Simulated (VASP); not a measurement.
# GaSb (I-4m2) in VASP: single point with PBEsol

Aim: the single point of GaSb with PBEsol.

All numbers are computed with VASP 6.6.1; they aren't measurements. Logs are shortened: lines on timing, memory, paths and dates and some standing lists are left out, and cuts for length are marked.

## (1) The cell of the first run

Symmetry: I-4m2, No. 119, tetragonal system. Conventional cell: a = 4.256 Å, b = 4.256 Å, c = 6.320 Å, α = 90.00°, β = 90.00°, γ = 90.00°. Within 3.5 Å of Ga (site symmetry -4m2) lie 4 Sb at 2.65 Å. Sb (site symmetry -4m2) has 4 Ga at 2.65 Å within 3.5 Å.

## (2) Single point, PBEsol

File INCAR:

```
SYSTEM = GaSb
PREC     = Accurate       ! precision mode
ENCUT    = 520            ! plane-wave cutoff, eV
EDIFF    = 1E-6           ! SCF threshold, eV
ISMEAR   = 0              ! smearing method
SIGMA    = 0.15           ! smearing width, eV
LREAL    = .FALSE.        ! projectors in reciprocal space
LASPH    = .TRUE.         ! aspherical terms in the spheres
NELM     = 60             ! most SCF steps
ALGO     = Normal         ! electronic algorithm
ISIF     = 2              ! what is computed and relaxed
LWAVE    = .FALSE.        ! write WAVECAR
LCHARG   = .FALSE.        ! write CHGCAR
GGA      = PS             ! functional
NBANDS   = 16             ! bands
```

File KPOINTS:

```
regular mesh
0
G
  16 16 16
  0 0 0
```

File POSCAR:

```
GaSb
1.0
    0.0000000000      3.0096526611      3.1601352941
    3.0096526611      0.0000000000      3.1601352941
    3.0096526611      3.0096526611      0.0000000000
Ga Sb
1 1
Direct
    0.0000000000      0.0000000000      0.0000000000
    0.7500000000      0.7500000000      0.7500000000
```

Potentials or basis: VASP PAW PBE potentials, release 64 (Ga_d, Sb).

Run with:

```sh
$ cat potpaw_PBE.64/Ga_d/POTCAR potpaw_PBE.64/Sb/POTCAR > POTCAR
$ mpirun -np 1 vasp_std > vasp.out
```

OUTCAR:

```text
SYSTEM = GaSb
   PREC = Accurate
   ENCUT = 520
   EDIFF = 1E-6
   ISMEAR = 0
   LREAL = .FALSE.
   LASPH = .TRUE.
   NELM = 60
   ISIF = 2
   GGA = PS

 ion  position               nearest neighbor table
   1  0.000  0.000  0.000-   2 2.65   2 2.65   2 2.65   2 2.65
   2  0.750  0.750  0.750-   1 2.65   1 2.65   1 2.65   1 2.65

  LATTYP: Found a body centered tetragonal cell.
 ALAT       =     4.2562916114
 C/A-ratio  =     1.4849242405

  Lattice vectors:

 A1 = (  -3.0096526611,   0.0000000000,   3.1601352941)
 A2 = (   3.0096526611,   0.0000000000,   3.1601352941)
 A3 = (   0.0000000000,   3.0096526611,  -3.1601352941)

Analysis of symmetry for initial positions (statically):
=====================================================================
 Subroutine PRICEL returns:
 Original cell was already a primitive cell.

 Routine SETGRP: Setting up the symmetry group for a
 body centered tetragonal supercell.

 Subroutine GETGRP returns: Found  8 space group operations
 (whereof  8 operations were pure point group operations)
 out of a pool of 16 trial point group operations.

The static configuration has the point symmetry D_2d.

Analysis of symmetry for dynamics (positions and initial velocities):
=====================================================================
 Subroutine PRICEL returns:
 Original cell was already a primitive cell.

 Routine SETGRP: Setting up the symmetry group for a
 body centered tetragonal supercell.

 Subroutine GETGRP returns: Found  8 space group operations
 (whereof  8 operations were pure point group operations)
 out of a pool of 16 trial point group operations.

The dynamic configuration has the point symmetry D_2d.

 Subroutine INISYM returns: Found  8 space group operations
 (whereof  8 operations are pure point group operations),
 and found     1 'primitive' translations

----------------------------------------------------------------------------------------

                                     Primitive cell

  volume of cell :      57.2491

  direct lattice vectors                    reciprocal lattice vectors
     0.000000000  3.009652661  3.160135294    -0.166132128  0.166132128  0.158221074
     3.009652661  0.000000000  3.160135294     0.166132128 -0.166132128  0.158221074
     3.009652661  3.009652661  0.000000000     0.166132128  0.166132128 -0.158221074

  length of vectors
     4.363996359  4.363996359  4.256291611     0.283255496  0.283255496  0.283255496

  position of ions in fractional coordinates (direct lattice)
     0.000000000  0.000000000  0.000000000
     0.750000000  0.750000000  0.750000000

  ion indices of the primitive-cell ions
   primitive index   ion index
                 1           1
                 2           2

----------------------------------------------------------------------------------------

 KPOINTS: regular mesh

Automatic generation of k-mesh.
 Grid dimensions read from file:
 generate k-points for:   16   16   16

 Generating k-lattice:

  Cartesian coordinates                     Fractional coordinates (reciprocal lattice)
    -0.010383258  0.010383258  0.009888817     0.062500000 -0.000000000  0.000000000
     0.010383258 -0.010383258  0.009888817    -0.000000000  0.062500000  0.000000000
     0.010383258  0.010383258 -0.009888817     0.000000000  0.000000000  0.062500000

  Length of vectors
     0.017703468  0.017703468  0.017703468

  Shift w.r.t. Gamma in fractional coordinates (k-lattice)
     0.000000000  0.000000000  0.000000000

 Subroutine IBZKPT returns following result:
 ===========================================

 Found    349 irreducible k-points:

 Following reciprocal coordinates:
            Coordinates               Weight
  0.000000  0.000000  0.000000      1.000000
  0.062500 -0.000000  0.000000      8.000000
  0.125000 -0.000000  0.000000      8.000000
  0.187500 -0.000000  0.000000      8.000000
  0.250000 -0.000000  0.000000      8.000000
  0.312500 -0.000000  0.000000      8.000000
[... 16 lines left out ...]
 -0.125000  0.062500  0.000000      8.000000
 -0.062500  0.062500  0.000000      4.000000
 [... further k-points ...]
   k-points           NKPTS =    349   k-points in BZ     NKDIM =    349   number of bands    NBANDS=     16
   number of dos      NEDOS =    301   number of ions     NIONS =      2
   total plane-waves  NPLWV =  32768
   dimension x,y,z NGX =    32 NGY =   32 NGZ =   32
   dimension x,y,z NGXF=    64 NGYF=   64 NGZF=   64
   ions per type =               1   1
   NGX,Y,Z   is equivalent  to a cutoff of  12.19, 12.19, 12.50 a.u.
   NGXF,Y,Z  is equivalent  to a cutoff of  24.38, 24.38, 25.00 a.u.
 SYSTEM =  GaSb
   PREC   = accura    normal or accurate (medium, high low for compatibility)
   ISTART =      0    job   : 0-new  1-cont  2-samecut
   ICHARG =      2    charge: 1-file 2-atom 10-const
   ISPIN  =      1    spin polarized calculation?
   LNONCOLLINEAR =      F non collinear calculations
   LSORBIT =      F    spin-orbit coupling
   LASPH  =      T    aspherical Exc in radial PAW
   ENCUT  =  520.0 eV  38.22 Ry    6.18 a.u.   8.11  8.11  7.91*2*pi/ulx,y,z
   NELM   =     60;   NELMIN=  2; NELMDL= -5     # of ELM steps
   EDIFF  = 0.1E-05   stopping-criterion for ELM
   LREAL  =      F    real-space projection
   EDIFFG = 0.1E-04   stopping-criterion for IOM
   NSW    =      0    number of steps for IOM
   IBRION =     -1    ionic relax: 0-MD 1-quasi-New 2-CG
   NFREE  =      0    steps in history (QN), initial steepest desc. (CG)
   ISIF   =      2    stress and relaxation
   ISYM   =      2    0-nonsym 1-usesym 2-fastsym
   POTIM  = 0.5000    time-step for ionic-motion
   TEBEG  =    0.0;   TEEND  =   0.0 temperature during run
   PSTRESS=    0.0 pullay stress
   NELECT =      18.0000    total number of electrons
   NUPDOWN=      -1.0000    fix difference up-down
   EMIN   =  10.00;   EMAX   =-10.00  energy-range for DOS
   EFERMI =   0.00;   METHOD = LEGACY
   ISMEAR =     0;   SIGMA  =   0.15  broadening in eV -4-tet -1-fermi 0-gaus
   EFERMI_NEDOS =   21; number of points for ismear=-14 and -15
   IALGO  =     38    algorithm
   IMIX   =      4    mixing-type and parameters
     AMIX     =   0.40;   BMIX     =  1.00
     AMIX_MAG =   1.60;   BMIX_MAG =  1.00
  volume/ion in A,a.u.               =      28.62       193.17
  Fermi-wavevector in a.u.,A,eV,Ry     =   1.113208  2.103657 16.860766  1.239231
  Thomas-Fermi vector in A             =   2.249790
   LORBIT       =      0    0 simple, 1 ext, 2 COOP (PROOUT), +10 PAW based schemes
   GGA     = PS    functional components
   LHFCALC =     F    Hartree Fock is set to
   AEXX    =    0.0000 exact exchange contribution
   IVDW    =     0    specifies the selected vdW correction
   LEPSILON=     F    determine dielectric tensor
   LRPA    =     F    only Hartree local field effects (RPA)
 non-spin polarized calculation
 Gauss-broadening in eV      SIGMA  =   0.15
  energy-cutoff  :      520.00
  volume of cell :       57.25
 maximum number of plane-waves:      1560
   NGX = 17   NGY = 17   NGZ = 15

 number of electron      17.9999988 magnetization

 Free energy of the ion-electron system (eV)
  ---------------------------------------------------
  ext. energy  EPLUGINS =         0.00000000
  ---------------------------------------------------
  free energy    TOTEN  =        -8.14259797 eV

  energy without entropy =       -8.14234078  energy(sigma->0) =       -8.14246938

 E-fermi :   4.9031     XC(G=0):  -9.2696

 val. band max:        4.8297704695   @ k =   0.0000   0.0000   0.0000
 cond. band min:       5.0440249812   @ k =   0.5000  -0.0000   0.0000
 fundamental gap:      0.2142545117
 Fermi energy:         4.9030901066

 k-point     1 :       0.0000    0.0000    0.0000
  band No.  band energies     occupation
      1     -10.2701      2.00000
      2     -10.2638      2.00000
      3     -10.2638      2.00000
      4     -10.2184      2.00000
      5     -10.2137      2.00000
      6      -6.7696      2.00000
[... 8 lines left out ...]
     15      12.8648      0.00000
     16      13.4996      0.00000

 k-point     2 :       0.0625   -0.0000    0.0000
  band No.  band energies     occupation
      1     -10.2702      2.00000
      2     -10.2644      2.00000
      3     -10.2633      2.00000
      4     -10.2185      2.00000
      5     -10.2137      2.00000
      6      -6.7292      2.00000
[... 8 lines left out ...]
     15      12.5267      0.00000
     16      13.3026      0.00000

 k-point     3 :       0.1250   -0.0000    0.0000
  band No.  band energies     occupation
      1     -10.2714      2.00000
      2     -10.2649      2.00000
      3     -10.2620      2.00000
      4     -10.2187      2.00000
      5     -10.2137      2.00000
      6      -6.6091      2.00000
[... 8 lines left out ...]
     15      12.1651      0.00000
     16      12.7827      0.00000

 k-point     4 :       0.1875   -0.0000    0.0000
  band No.  band energies     occupation
      1     -10.2753      2.00000
      2     -10.2638      2.00000
      3     -10.2601      2.00000
      4     -10.2191      2.00000
      5     -10.2137      2.00000
      6      -6.4138      2.00000
[... 8 lines left out ...]
     15      12.1227      0.00000
     16      12.4528      0.00000
[... 324 lines left out ...]
 k-point    22 :      -0.1875    0.0625    0.0000
  band No.  band energies     occupation
      1     -10.2771      2.00000
      2     -10.2631      2.00000
      3     -10.2595      2.00000
      4     -10.2198      2.00000
      5     -10.2132      2.00000
      6      -6.2909      2.00000
[... 8 lines left out ...]
     15      11.9885      0.00000
     16      12.6647      0.00000

 k-point    23 :      -0.1250    0.0625    0.0000
  band No.  band energies     occupation
      1     -10.2718      2.00000
      2     -10.2656      2.00000
      3     -10.2615      2.00000
      4     -10.2194      2.00000
      5     -10.2134      2.00000
      6      -6.5113      2.00000
[... 8 lines left out ...]
     15      12.2342      0.00000
     16      12.5862      0.00000

 k-point    24 :      -0.0625    0.0625    0.0000
  band No.  band energies     occupation
      1     -10.2682      2.00000
      2     -10.2672      2.00000
      3     -10.2628      2.00000
      4     -10.2189      2.00000
      5     -10.2136      2.00000
      6      -6.6593      2.00000
[... 8 lines left out ...]
     15      12.6947      0.00000
     16      12.7548      0.00000

 [... further k-points ...]

------------------------ aborting loop because EDIFF is reached ----------------------------------------

  FORCE on cell =-STRESS in cart. coord.  units (eV):
  Direction    XX          YY          ZZ          XY          YZ          ZX
  --------------------------------------------------------------------------------------
  -------------------------------------------------------------------------------------
  Total        0.2470158      0.2470158     -0.5899503      0.0000000      0.0000000      0.0000000
  in kB        6.9130042      6.9130042    -16.5103991      0.0000000      0.0000000      0.0000000
  external PRESSURE =      -0.8947969 kB  Pullay stress =       0.0000000 kB

 VOLUME and BASIS-vectors are now :
 -----------------------------------------------------------------------------
  energy-cutoff  :      520.00
  volume of cell :       57.25
      direct lattice vectors                 reciprocal lattice vectors
     0.000000000  3.009652661  3.160135294    -0.166132128  0.166132128  0.158221074
     3.009652661  0.000000000  3.160135294     0.166132128 -0.166132128  0.158221074
     3.009652661  3.009652661  0.000000000     0.166132128  0.166132128 -0.158221074

 POSITION                                       TOTAL-FORCE (eV/Angst)
 -----------------------------------------------------------------------------------
      0.00000      0.00000      0.00000         0.000000      0.000000      0.000000
      4.51448      4.51448      4.74020        -0.000000     -0.000000     -0.000000
 -----------------------------------------------------------------------------------
    total drift:                               -0.000000     -0.000000      0.000000

  FREE ENERGIE OF THE ION-ELECTRON SYSTEM (eV)
  ---------------------------------------------------
  free  energy   TOTEN  =        -8.1425979700 eV

  energy  without entropy=       -8.1423407847  energy(sigma->0) =       -8.14246938
```

It took 7.8 min on 1 thread of Intel Xeon 8259CL, shared host; peak memory 0.44 GiB.

Results:

- Free energy: -8.1426 eV
- Pressure: -0.1 GPa
- Band gap on the k mesh: zero (filled and empty bands touch)

Stress tensor (GPa, compression positive):
```
 0.69  0.00  0.00
 0.00  0.69  0.00
 0.00  0.00 -1.65
```

Caveat: semilocal functionals underestimate gaps, and a narrow one can read as zero; the PAW data sets were made with another functional, which shifts forces and pressure a little; spin-orbit coupling is left out, which moves the levels of the heavy elements.

The gap in the log of VASP goes by the Fermi energy; the results here count the filled bands.